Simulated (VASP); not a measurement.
# Ni (Fm-3m) in VASP: further runs, part 2 of 2

VASP 6.6.1. The steps go on from the part before.

## Step 3: Single point, PBE, collinear spin, ferromagnetic start

INCAR

```
PREC = Accurate
ENCUT = 520
EDIFF = 1E-6
ISMEAR = -1
SIGMA = 0.1
LREAL = False
LASPH = True
NELM = 150
ALGO = Normal
ISIF = 2
LWAVE = False
LCHARG = True
ISPIN = 2
MAGMOM = 0.8 0.8
LORBIT = 11
LMAXMIX = 4
GGA = PE
LELF = True
LVHAR = True
NBANDS = 21
```

KPOINTS

```
regular mesh
0
Gamma
  7 14 14
```

POSCAR

```
Ni
1.0
    0.0000000000      3.5160000000      3.5160000000
    1.7580000000      0.0000000000      1.7580000000
    1.7580000000      1.7580000000      0.0000000000
Ni
2
Direct
    0.0000000000      0.0000000000      0.0000000000
    0.5000000000      0.0000000000      0.0000000000
```

Potentials or basis: VASP PAW PBE potentials, release 64 (Ni).

Run with:

```
cat potpaw_PBE.64/Ni/POTCAR > POTCAR
mpirun -np 1 vasp_std > vasp.out
```

OUTCAR:

```text
PREC = Accurate
   ENCUT = 520
   EDIFF = 1E-6
   ISMEAR = -1
   LREAL = False
   LASPH = True
   NELM = 150
   ISIF = 2
   ISPIN = 2
   LORBIT = 11
   GGA = PE

 ion  position               nearest neighbor table
   1  0.000  0.000  0.000-   2 2.49   2 2.49   2 2.49   2 2.49   2 2.49   2 2.49
   2  0.500  0.000  0.000-   1 2.49   1 2.49   1 2.49   1 2.49   1 2.49   1 2.49

  LATTYP: Found a trigonal (rhomboedric) cell.
 ALAT       =     4.3062029678
 COS(alpha) =     0.8333333333

  Lattice vectors:

 A1 = (   1.7580000000,  -1.7580000000,  -3.5160000000)
 A2 = (   3.5160000000,  -1.7580000000,  -1.7580000000)
 A3 = (   1.7580000000,  -3.5160000000,  -1.7580000000)

Analysis of symmetry for initial positions (statically):
=====================================================================
 Subroutine PRICEL returns following result:

  LATTYP: Found a face centered cubic cell.
 ALAT       =     3.5160000000
[... 12 lines left out ...]
 Subroutine GETGRP returns: Found 12 space group operations
 (whereof 12 operations were pure point group operations)
 out of a pool of 12 trial point group operations.

The static configuration has the point symmetry D_3d.

Analysis of symmetry for dynamics (positions and initial velocities):
=====================================================================
 Subroutine PRICEL returns following result:

  LATTYP: Found a face centered cubic cell.
 ALAT       =     3.5160000000
[... 12 lines left out ...]
 Subroutine GETGRP returns: Found 12 space group operations
 (whereof 12 operations were pure point group operations)
 out of a pool of 12 trial point group operations.

The dynamic configuration has the point symmetry D_3d.

Analysis of structural, dynamic, and magnetic symmetry:
=====================================================================
 Subroutine PRICEL returns following result:

  LATTYP: Found a face centered cubic cell.
 ALAT       =     3.5160000000
[... 12 lines left out ...]
 Subroutine GETGRP returns: Found 12 space group operations
 (whereof 12 operations were pure point group operations)
[... 161 lines left out ...]
  ext. energy  EPLUGINS =         0.00000000
  ---------------------------------------------------
  free energy    TOTEN  =       -10.99433664 eV

  energy without entropy =      -10.88150379  energy(sigma->0) =      -10.93792021

 E-fermi :   9.3771     XC(G=0): -13.2626

 val. band max:        9.3738351424   @ k =  -0.2857   0.4286   0.0714
 cond. band min:       9.3795577847   @ k =   0.2857   0.4286   0.1429
 fundamental gap:      0.0057226423
 Fermi energy:         9.3770618206

 spin component 1

 k-point     1 :       0.0000    0.0000    0.0000
  band No.  band energies     occupation
      1       0.3759      1.00000
      2       4.5706      1.00000
      3       6.9864      1.00000
      4       6.9864      1.00000
      5       6.9864      1.00000
      6       6.9953      1.00000
[... 565 lines left out ...]
     20      36.6745      0.00000
     21      37.5639      0.00000

 [... further k-points ...]

 spin component 2

 k-point     1 :       0.0000    0.0000    0.0000
  band No.  band energies     occupation
      1       0.3398      1.00000
      2       4.9728      1.00000
      3       7.5831      1.00000
      4       7.5831      1.00000
      5       7.6912      1.00000
      6       7.6912      1.00000
[... 565 lines left out ...]
     20      36.7333      0.00000
     21      37.6621      0.00000

 [... further k-points ...]

------------------------ aborting loop because EDIFF is reached ----------------------------------------

  FORCE on cell =-STRESS in cart. coord.  units (eV):
  Direction    XX          YY          ZZ          XY          YZ          ZX
  --------------------------------------------------------------------------------------
  -------------------------------------------------------------------------------------
  Total        0.0782884      0.0782884      0.0782884      0.0000434     -0.0000434      0.0000434
  in kB        5.7715382      5.7715382      5.7715382      0.0031978     -0.0031978      0.0031978
  external PRESSURE =       5.7715382 kB  Pullay stress =       0.0000000 kB

 VOLUME and BASIS-vectors are now :
 -----------------------------------------------------------------------------
  energy-cutoff  :      520.00
  volume of cell :       21.73
      direct lattice vectors                 reciprocal lattice vectors
     0.000000000  3.516000000  3.516000000    -0.142207053  0.142207053  0.142207053
     1.758000000  0.000000000  1.758000000     0.284414107 -0.284414107  0.284414107
     1.758000000  1.758000000  0.000000000     0.284414107  0.284414107 -0.284414107

 POSITION                                       TOTAL-FORCE (eV/Angst)
 -----------------------------------------------------------------------------------
      0.00000      0.00000      0.00000        -0.000000     -0.000000     -0.000000
      0.00000      1.75800      1.75800         0.000000      0.000000      0.000000
 -----------------------------------------------------------------------------------
    total drift:                               -0.000000     -0.000000     -0.000000

  FREE ENERGIE OF THE ION-ELECTRON SYSTEM (eV)
  ---------------------------------------------------
  free  energy   TOTEN  =       -10.9943366366 eV

  energy  without entropy=      -10.8815037881  energy(sigma->0) =      -10.93792021

 total charge

# of ion       s       p       d       tot
------------------------------------------
    1        0.498   0.499   8.316   9.312
    2        0.498   0.499   8.316   9.312
--------------------------------------------------
tot          0.995   0.997  16.632  18.625

 magnetization (x)

# of ion       s       p       d       tot
------------------------------------------
    1       -0.007  -0.025   0.636   0.604
    2       -0.007  -0.025   0.636   0.604
--------------------------------------------------
tot         -0.014  -0.049   1.272   1.208
```

OSZICAR:

```text
N       E                     dE             d eps       ncg     rms          rms(c)
DAV:   1     0.968994908191E+02    0.96899E+02   -0.85292E+03 13176   0.131E+03
DAV:   2    -0.726027397772E+01   -0.10416E+03   -0.96146E+02 12354   0.234E+02
DAV:   3    -0.129724889506E+02   -0.57122E+01   -0.55086E+01 13857   0.632E+01
DAV:   4    -0.130494943325E+02   -0.77005E-01   -0.76934E-01 13710   0.679E+00
DAV:   5    -0.130519131659E+02   -0.24188E-02   -0.24187E-02 13885   0.121E+00    0.141E+01
DAV:   6    -0.116735465869E+02    0.13784E+01   -0.76772E+00 14416   0.575E+01    0.861E+00
DAV:   7    -0.110297360010E+02    0.64381E+00   -0.15924E+00 14200   0.234E+01    0.265E+00
DAV:   8    -0.110002307474E+02    0.29505E-01   -0.12772E-02 17325   0.138E+00    0.130E+00
DAV:   9    -0.109956220067E+02    0.46087E-02   -0.60231E-04 18386   0.306E-01    0.389E-01
DAV:  10    -0.109943342875E+02    0.12877E-02   -0.11125E-04 19274   0.214E-01    0.474E-02
DAV:  11    -0.109943469587E+02   -0.12671E-04   -0.26350E-05 14810   0.571E-02    0.278E-02
DAV:  12    -0.109943361841E+02    0.10775E-04   -0.23880E-06 14278   0.204E-02    0.150E-02
DAV:  13    -0.109943366366E+02   -0.45252E-06   -0.16463E-06 10933   0.124E-02
   1 F= -.10994337E+02 E0= -.10937920E+02  d E =-.112833E+00  mag=     1.1852
```

Wall time 2.1 min (1 thread of Intel Xeon 8259CL, shared host); peak memory 0.21 GiB.

Results:

* Free energy: -10.9943 eV
* Pressure: 0.6 GPa
* Net moment: 1.18 μB per cell
* Site moments: Ni +0.60 μB
* Valence electrons inside the program's atomic spheres: Ni 9.31

## Step 4: Single point, PBE, collinear spin

INCAR

```
SYSTEM = Ni
PREC     = Accurate       ! precision mode
ENCUT    = 520            ! plane-wave cutoff, eV
EDIFF    = 1E-7           ! SCF threshold, eV
ISMEAR   = -1             ! smearing method
SIGMA    = 0.1            ! smearing width, eV
LREAL    = .False.        ! projectors in reciprocal space
LASPH    = .True.         ! aspherical terms in the spheres
NELM     = 150            ! most SCF steps
ALGO     = Normal         ! electronic algorithm
ISIF     = 2              ! what is computed and relaxed
LWAVE    = .False.        ! write WAVECAR
LCHARG   = .False.        ! write CHGCAR
ISPIN    = 2              ! spin polarisation
MAGMOM   = 2 0            ! initial moments
LORBIT   = 11             ! projections on sites
LMAXMIX  = 4              ! l up to which the mixer works
GGA      = PE             ! functional
NBANDS   = 21             ! bands
```

KPOINTS

```
Automatic mesh
0
Gamma
  7 14 14
  0 0 0
```

POSCAR is that of step 3.

Run with:

```
cat potpaw_PBE.64/Ni/POTCAR > POTCAR
mpirun -np 1 vasp_std > vasp.out
```

It took 3.2 min on 1 thread of Intel Xeon 8259CL, shared host; peak memory 0.21 GiB.

It converged, with:

- Free energy: -10.9943 eV
- Pressure: 0.6 GPa
- Net moment: 1.19 μB per cell
- Site moments: Ni +0.60 μB
- Valence electrons inside the program's atomic spheres: Ni 9.31

Levels at points of the mesh, in eV from the Fermi level:
Spin up:
| k point | band 8 | band 9 | band 10 | band 11 | band 12 | band 13 | band 14 | band 15 |
| --- | --- | --- | --- | --- | --- | --- | --- | --- |
| (0.00, 0.00, 0.00) | -1.23 | -1.23 | -0.56 | -0.56 | -0.28 | 5.70 | 22.24 | 23.75 |
| (0.00, 0.50, 0.00) | -0.52 | -0.42 | -0.42 | -0.28 | 2.47 | 5.70 | 9.25 | 14.85 |
Spin down:
| k point | band 6 | band 7 | band 8 | band 9 | band 10 | band 11 | band 12 | band 13 |
| --- | --- | --- | --- | --- | --- | --- | --- | --- |
| (0.00, 0.00, 0.00) | -1.69 | -1.69 | -0.66 | -0.66 | -0.34 | 0.16 | 0.16 | 6.10 |
| (0.00, 0.50, 0.00) | -0.34 | 0.08 | 0.16 | 0.16 | 0.39 | 0.39 | 2.42 | 6.10 |
